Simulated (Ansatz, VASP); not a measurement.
# Two plane-wave programs on Ga

```xyz
4
Lattice="2.9483 0.0000 0.0000 -1.4742 2.5533 0.0000 0.0000 0.0000 9.6278" Properties=species:S:1:pos:R:3 pbc="T T T"
Ga    0.0000    0.0000    0.0000
Ga    0.0000    0.0000    4.8139
Ga    0.0000    1.7022    2.4069
Ga    1.4742    0.8511    7.2208
```

Alike in both runs: task single point; functional RPBE; k mesh 13 × 13 × 4; occupations fermi-dirac, width 0.1 eV; no spin polarisation.

|  | VASP | Ansatz |
| --- | --- | --- |
| version | VASP 6.6.1 | Ansatz 0.2.0 |
| potentials or method | VASP PAW PBE potentials, release 64 (Ga_d), cutoff 520 eV | plane waves (420 eV) with PAW, scalar-relativistic |
| valence electrons in the cell | 52 | 52 |

|  | VASP | Ansatz | Ansatz less VASP |
| --- | --- | --- | --- |
| pressure (GPa) | 4.5 | 4.4 | -0.07 |
| traceless stress, the component that is largest in VASP (GPa) | 0.08 | 0.09 | +0.002 |

VASP's potentials were made for PBE, not for RPBE. With one functional, cell and mesh, what is left measures potentials, basis and numerics.
